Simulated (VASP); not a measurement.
# SnSe2 (1T) (P-3m1) in VASP: notebook

Runs on SnSe2 (1T). Level: r2SCAN+rVV10. Tasks: single point.

Everything below comes from runs of VASP 6.6.1. Logs are shortened: lines on timing, memory, paths and dates and some standing lists are left out, and cuts for length are marked.

### 1 The cell of the first run

Symmetry: P-3m1, No. 164, trigonal system. Conventional cell: a = 3.633 Å, b = 3.633 Å, c = 5.345 Å, α = 90.00°, β = 90.00°, γ = 120.00°. Sn (site symmetry -3m) has 6 Se at 2.62 Å within 3.5 Å. Se (site symmetry 3m) has 3 Sn at 2.62 Å and 3 Se at 3.05 Å within 3.5 Å.

### 2 Single point, r2SCAN+rVV10

POSCAR

```
SnSe2
1.0
    3.6333425812      0.0000000000      0.0000000000
   -1.8166712906      3.1465669759      0.0000000000
    0.0000000000      0.0000000000      5.3449628952
Sn Se
1 2
Direct
    0.0000000000      0.0000000000      0.0000000000
    0.3333333333      0.6666666667      0.2925087871
    0.6666666667      0.3333333333      0.7074912129
```

INCAR.step1

```
SYSTEM = SnSe2
PREC = Accurate
ENCUT = 520
ISMEAR = 0
SIGMA = 0.03
LREAL = .False.
LASPH = .True.
NELM = 100
NBANDS = 20
GGA = PE
ALGO = Normal
EDIFF = 1E-4
LWAVE = .True.
LCHARG = .False.
```

INCAR.step2

```
SYSTEM = SnSe2
PREC = Accurate
ENCUT = 520
EDIFF = 1E-6
ISMEAR = 0
SIGMA = 0.03
LREAL = .False.
LASPH = .True.
NELM = 100
ALGO = Normal
ISIF = 2
LWAVE = .False.
LCHARG = .False.
METAGGA = R2SCAN
LMIXTAU = .True.
LUSE_VDW = .True.
IVDW_NL = 2
BPARAM = 11.95
CPARAM = 0.0093
NBANDS = 20
ISTART = 1
```

KPOINTS

```
Automatic mesh
0
Gamma
  15 15 9
  0 0 0
```

Potentials or basis: VASP PAW PBE potentials, release 64 (Sn_d, Se).

Launch:

```sh
$ cat potpaw_PBE.64/Sn_d/POTCAR potpaw_PBE.64/Se/POTCAR > POTCAR
$ cp INCAR.step1 INCAR
$ mpirun -np 1 vasp_std > vasp.out
$ cp INCAR.step2 INCAR
$ mpirun -np 1 vasp_std > vasp.out
```

OUTCAR:

```text
SYSTEM = SnSe2
   PREC = Accurate
   ENCUT = 520
   EDIFF = 1E-6
   ISMEAR = 0
   LREAL = .False.
   LASPH = .True.
   NELM = 100
   ISIF = 2
   METAGGA = R2SCAN
   IVDW_NL = 2
   BPARAM = 11.95
   ISTART = 1

 ion  position               nearest neighbor table
   1  0.000  0.000  0.000-   2 2.62   3 2.62   2 2.62   3 2.62   3 2.62   2 2.62
   2  0.333  0.667  0.293-   1 2.62   1 2.62   1 2.62
   3  0.667  0.333  0.707-   1 2.62   1 2.62   1 2.62

  LATTYP: Found a hexagonal cell.
 ALAT       =     3.6333425812
 C/A-ratio  =     1.4710869608

  Lattice vectors:

 A1 = (   3.6333425812,   0.0000000000,   0.0000000000)
 A2 = (  -1.8166712906,   3.1465669759,   0.0000000000)
 A3 = (   0.0000000000,   0.0000000000,   5.3449628952)

Analysis of symmetry for initial positions (statically):
=====================================================================
 Subroutine PRICEL returns:
 Original cell was already a primitive cell.

 Routine SETGRP: Setting up the symmetry group for a
 hexagonal supercell.

 Subroutine GETGRP returns: Found 12 space group operations
 (whereof 12 operations were pure point group operations)
 out of a pool of 24 trial point group operations.

The static configuration has the point symmetry D_3d.

Analysis of symmetry for dynamics (positions and initial velocities):
=====================================================================
 Subroutine PRICEL returns:
 Original cell was already a primitive cell.

 Routine SETGRP: Setting up the symmetry group for a
 hexagonal supercell.

 Subroutine GETGRP returns: Found 12 space group operations
 (whereof 12 operations were pure point group operations)
 out of a pool of 24 trial point group operations.

The dynamic configuration has the point symmetry D_3d.

 Subroutine INISYM returns: Found 12 space group operations
 (whereof 12 operations are pure point group operations),
 and found     1 'primitive' translations

----------------------------------------------------------------------------------------

                                     Primitive cell

  volume of cell :      61.1066

  direct lattice vectors                    reciprocal lattice vectors
     3.633342581  0.000000000  0.000000000     0.275228657  0.158903339  0.000000000
    -1.816671291  3.146566976  0.000000000     0.000000000  0.317806679  0.000000000
     0.000000000  0.000000000  5.344962895     0.000000000  0.000000000  0.187092038

  length of vectors
     3.633342581  3.633342581  5.344962895     0.317806679  0.317806679  0.187092038

  position of ions in fractional coordinates (direct lattice)
     0.000000000  0.000000000  0.000000000
     0.333333333  0.666666667  0.292508787
     0.666666667  0.333333333  0.707491213

  ion indices of the primitive-cell ions
   primitive index   ion index
                 1           1
                 2           2
                 3           3

----------------------------------------------------------------------------------------

 KPOINTS: Automatic mesh

Automatic generation of k-mesh.
 Grid dimensions read from file:
 generate k-points for:   15   15    9

 Generating k-lattice:

  Cartesian coordinates                     Fractional coordinates (reciprocal lattice)
     0.018348577  0.010593556  0.000000000     0.066666667 -0.000000000  0.000000000
     0.000000000  0.021187112  0.000000000     0.000000000  0.066666667  0.000000000
     0.000000000  0.000000000  0.020788004     0.000000000  0.000000000  0.111111111

  Length of vectors
     0.021187112  0.021187112  0.020788004

  Shift w.r.t. Gamma in fractional coordinates (k-lattice)
     0.000000000  0.000000000  0.000000000

 Subroutine IBZKPT returns following result:
 ===========================================

 Found    211 irreducible k-points:

 Following reciprocal coordinates:
            Coordinates               Weight
  0.000000  0.000000  0.000000      1.000000
  0.066667  0.000000  0.000000      6.000000
  0.133333  0.000000  0.000000      6.000000
  0.200000  0.000000  0.000000      6.000000
  0.266667  0.000000  0.000000      6.000000
  0.333333  0.000000  0.000000      6.000000
[... 16 lines left out ...]
  0.333333  0.200000  0.000000     12.000000
  0.400000  0.200000  0.000000      6.000000
 [... further k-points ...]
   k-points           NKPTS =    211   k-points in BZ     NKDIM =    211   number of bands    NBANDS=     20
   number of dos      NEDOS =    301   number of ions     NIONS =      3
   total plane-waves  NPLWV =  31360
   dimension x,y,z NGX =    28 NGY =   28 NGZ =   40
   dimension x,y,z NGXF=    56 NGYF=   56 NGZF=   80
   ions per type =               1   2
   NGX,Y,Z   is equivalent  to a cutoff of  12.81, 12.81, 12.44 a.u.
   NGXF,Y,Z  is equivalent  to a cutoff of  25.62, 25.62, 24.88 a.u.
 SYSTEM =  SnSe2
   PREC   = accura    normal or accurate (medium, high low for compatibility)
   ISTART =      1    job   : 0-new  1-cont  2-samecut
   ICHARG =      0    charge: 1-file 2-atom 10-const
   ISPIN  =      1    spin polarized calculation?
   LNONCOLLINEAR =      F non collinear calculations
   LSORBIT =      F    spin-orbit coupling
   LASPH  =      T    aspherical Exc in radial PAW
   ENCUT  =  520.0 eV  38.22 Ry    6.18 a.u.   6.76  6.76  9.94*2*pi/ulx,y,z
   NELM   =    100;   NELMIN=  2; NELMDL=  0     # of ELM steps
   EDIFF  = 0.1E-05   stopping-criterion for ELM
   LREAL  =      F    real-space projection
[... 7 lines left out ...]
   TEBEG  =    0.0;   TEEND  =   0.0 temperature during run
   PSTRESS=    0.0 pullay stress
   NELECT =      26.0000    total number of electrons
   NUPDOWN=      -1.0000    fix difference up-down
   EMIN   =  10.00;   EMAX   =-10.00  energy-range for DOS
   EFERMI =   0.00;   METHOD = LEGACY
   ISMEAR =     0;   SIGMA  =   0.03  broadening in eV -4-tet -1-fermi 0-gaus
   EFERMI_NEDOS =   21; number of points for ismear=-14 and -15
   IALGO  =     38    algorithm
   IMIX   =      4    mixing-type and parameters
     AMIX     =   0.40;   BMIX     =  1.00
     AMIX_MAG =   1.60;   BMIX_MAG =  1.00
  volume/ion in A,a.u.               =      20.37       137.46
  Fermi-wavevector in a.u.,A,eV,Ry     =   1.231317  2.326852 20.628364  1.516142
  Thomas-Fermi vector in A             =   2.366131
   LORBIT       =      0    0 simple, 1 ext, 2 COOP (PROOUT), +10 PAW based schemes
   METAGGA = R2SCAN    functional components
   LHFCALC =     F    Hartree Fock is set to
   AEXX    =    0.0000 exact exchange contribution
   IVDW_NL    =     2    kernel type
   BPARAM     =11.9500
   IVDW    =     0    specifies the selected vdW correction
   LEPSILON=     F    determine dielectric tensor
   LRPA    =     F    only Hartree local field effects (RPA)
 non-spin polarized calculation
 Gauss-broadening in eV      SIGMA  =   0.03
  energy-cutoff  :      520.00
  volume of cell :       61.11
 maximum number of plane-waves:      1664
   NGX = 13   NGY = 13   NGZ = 19

 number of electron      26.0000014 magnetization

 Free energy of the ion-electron system (eV)
  ---------------------------------------------------
  ext. energy  EPLUGINS =         0.00000000
  ---------------------------------------------------
  free energy    TOTEN  =       -53.21311596 eV

  energy without entropy =      -53.21298176  energy(sigma->0) =      -53.21304886

 E-fermi :   7.5596     XC(G=0): -11.4067

 val. band max:        7.5504884614   @ k =   0.1333   0.0000   0.1111
 cond. band min:       7.5639776843   @ k =   0.0667   0.0000   0.0000
 fundamental gap:      0.0134892228
 Fermi energy:         7.5596479738

 k-point     1 :       0.0000    0.0000    0.0000
  band No.  band energies     occupation
      1     -15.2619      2.00000
      2     -15.2618      2.00000
      3     -15.1821      2.00000
      4     -15.1618      2.00000
      5     -15.1618      2.00000
      6      -9.0655      2.00000
[... 12 lines left out ...]
     19      16.8578      0.00000
     20      16.8578      0.00000

 k-point     2 :       0.0667    0.0000    0.0000
  band No.  band energies     occupation
      1     -15.2658      2.00000
      2     -15.2591      2.00000
      3     -15.1799      2.00000
      4     -15.1638      2.00000
      5     -15.1614      2.00000
      6      -9.0094      2.00000
[... 12 lines left out ...]
     19      15.8882      0.00000
     20      16.7028      0.00000

 k-point     3 :       0.1333    0.0000    0.0000
  band No.  band energies     occupation
      1     -15.2777      2.00000
      2     -15.2519      2.00000
      3     -15.1750      2.00000
      4     -15.1675      2.00000
      5     -15.1596      2.00000
      6      -8.8424      2.00000
[... 12 lines left out ...]
     19      15.3136      0.00000
     20      16.4444      0.00000

 k-point     4 :       0.2000    0.0000    0.0000
  band No.  band energies     occupation
      1     -15.2964      2.00000
      2     -15.2427      2.00000
      3     -15.1792      2.00000
      4     -15.1604      2.00000
      5     -15.1554      2.00000
      6      -8.5694      2.00000
[... 12 lines left out ...]
     19      15.2358      0.00000
     20      16.5863      0.00000

 k-point     5 :       0.2667    0.0000    0.0000
  band No.  band energies     occupation
      1     -15.3190      2.00000
      2     -15.2347      2.00000
      3     -15.1871      2.00000
      4     -15.1482      2.00000
      5     -15.1479      2.00000
      6      -8.2009      2.00000
[... 12 lines left out ...]
     19      15.8509      0.00000
     20      17.2220      0.00000
[... 353 lines left out ...]
      6      -7.6520      2.00000
[... 12 lines left out ...]
     19      13.8791      0.00000
     20      18.9582      0.00000

 k-point    22 :       0.2667    0.2000    0.0000
  band No.  band energies     occupation
      1     -15.3329      2.00000
      2     -15.2539      2.00000
      3     -15.1822      2.00000
      4     -15.1520      2.00000
      5     -15.1218      2.00000
      6      -7.2066      2.00000
[... 12 lines left out ...]
     19      14.8188      0.00000
     20      19.3675      0.00000

 k-point    23 :       0.3333    0.2000    0.0000
  band No.  band energies     occupation
      1     -15.3374      2.00000
      2     -15.2586      2.00000
      3     -15.1829      2.00000
      4     -15.1437      2.00000
      5     -15.1218      2.00000
      6      -6.7729      2.00000
[... 12 lines left out ...]
     19      16.1742      0.00000
     20      19.3193      0.00000

 k-point    24 :       0.4000    0.2000    0.0000
  band No.  band energies     occupation
      1     -15.3389      2.00000
      2     -15.2604      2.00000
      3     -15.1833      2.00000
      4     -15.1389      2.00000
      5     -15.1235      2.00000
      6      -6.5407      2.00000
[... 12 lines left out ...]
     19      17.1897      0.00000
     20      18.5937      0.00000

 [... further k-points ...]

------------------------ aborting loop because EDIFF is reached ----------------------------------------

  FORCE on cell =-STRESS in cart. coord.  units (eV):
  Direction    XX          YY          ZZ          XY          YZ          ZX
  --------------------------------------------------------------------------------------
  -------------------------------------------------------------------------------------
  Total        7.1846501      7.1846501      7.1822272      0.0000000     -0.0000000      0.0000000
  in kB      188.3771313    188.3771313    188.3136040      0.0000000     -0.0000000      0.0000000
  external PRESSURE =     188.3559555 kB  Pullay stress =       0.0000000 kB

 VOLUME and BASIS-vectors are now :
 -----------------------------------------------------------------------------
  energy-cutoff  :      520.00
  volume of cell :       61.11
      direct lattice vectors                 reciprocal lattice vectors
     3.633342581  0.000000000  0.000000000     0.275228657  0.158903339  0.000000000
    -1.816671291  3.146566976  0.000000000     0.000000000  0.317806679  0.000000000
     0.000000000  0.000000000  5.344962895     0.000000000  0.000000000  0.187092038

 POSITION                                       TOTAL-FORCE (eV/Angst)
 -----------------------------------------------------------------------------------
      0.00000      0.00000      0.00000        -0.000000      0.000000      0.000000
     -0.00000      2.09771      1.56345         0.000000     -0.000000      0.034962
      1.81667      1.04886      3.78151        -0.000000      0.000000     -0.034962
 -----------------------------------------------------------------------------------
    total drift:                               -0.000000      0.000000     -0.000000

  FREE ENERGIE OF THE ION-ELECTRON SYSTEM (eV)
  ---------------------------------------------------
  free  energy   TOTEN  =       -53.2131159586 eV

  energy  without entropy=      -53.2129817606  energy(sigma->0) =      -53.21304886
```

It took 12 min on 1 thread of Intel Xeon Platinum 8259CL at 2.50GHz (Skylake/Cascade Lake), shared host; peak memory 0.49 GiB.

What came out:

| Quantity | Value |
| --- | --- |
| Free energy | -53.2131 eV |
| Pressure | 18.8 GPa |
| Largest force | 0.035 eV/Å |
| Band gap on the k mesh | zero (band 13 reaches 7.66 eV, above the bottom of band 14 at 7.20 eV) |

Forces in eV/Å, atoms in the order of the input:
```
Sn   0.000  0.000  0.000
Se   0.000  0.000  0.035
Se   0.000  0.000 -0.035
```

Caveat: the PAW data sets were made with another functional, which shifts forces and pressure a little; spin-orbit coupling is left out, which moves the levels of the heavy elements.

### 3 Single point, r2SCAN+rVV10

This run uses another cell than the first one, of 26.33 Å³/atom, 1.292 times its volume.

POSCAR

```
SnSe2
1.0
    3.8255264633      0.0000000000      0.0000000000
   -1.9127632317      3.3130031001      0.0000000000
    0.0000000000      0.0000000000      6.2315863965
Sn Se
1 2
Direct
    0.0000000000      0.0000000000      0.0000000000
    0.3333333333      0.6666666667      0.2529368639
    0.6666666667      0.3333333333      0.7470631361
```

INCAR.step1

```
SYSTEM = SnSe2
ALGO = Normal
EDIFF = 1E-4
ENCUT = 520
GGA = PE
ISMEAR = 0
LASPH = .True.
LCHARG = .False.
LREAL = .False.
LWAVE = .True.
NBANDS = 20
NELM = 100
PREC = Accurate
SIGMA = 0.03
```

INCAR.step2

```
SYSTEM = SnSe2
ALGO = Normal
BPARAM = 11.95
CPARAM = 0.0093
EDIFF = 1E-7
ENCUT = 520
ISIF = 2
ISMEAR = 0
ISTART = 1
IVDW_NL = 2
LASPH = .True.
LCHARG = .False.
LMIXTAU = .True.
LREAL = .False.
LUSE_VDW = .True.
LWAVE = .False.
METAGGA = R2SCAN
NBANDS = 20
NELM = 100
PREC = Accurate
SIGMA = 0.03
```

KPOINTS

```
k-points
0
Gamma
  15 15 9
  0 0 0
```

Potentials or basis: VASP PAW PBE potentials, release 64 (Sn_d, Se).

Launch:

```sh
$ cat potpaw_PBE.64/Sn_d/POTCAR potpaw_PBE.64/Se/POTCAR > POTCAR
$ cp INCAR.step1 INCAR
$ mpirun -np 1 vasp_std > vasp.out
$ cp INCAR.step2 INCAR
$ mpirun -np 1 vasp_std > vasp.out
```

It took 14 min on 1 thread of Intel Xeon Platinum 8488C (Sapphire Rapids), shared host; peak memory 0.59 GiB.

The run converged. Its results:

```yaml
Free_energy: -53.9778 eV
Pressure: 0.2 GPa
Largest_force: 0.027 eV/Å
Band_gap_on_the_k_mesh: 0.91 eV, indirect (least direct gap 1.47 eV)
```

Forces in eV/Å, atoms in the order of the input:
```
Sn   0.000  0.000  0.000
Se   0.000  0.000  0.027
Se   0.000  0.000 -0.027
```

Levels at points of the mesh, in eV from the valence-band top:
| k point | band 10 | band 11 | band 12 | band 13 | band 14 | band 15 | band 16 | band 17 |
| --- | --- | --- | --- | --- | --- | --- | --- | --- |
| (0.00, 0.00, 0.00) | -0.58 | -0.30 | -0.30 | -0.10 | 1.41 | 3.55 | 5.06 | 5.06 |

Caveat: the PAW data sets were made with another functional, which shifts forces and pressure a little; spin-orbit coupling is left out, which moves the levels of the heavy elements.
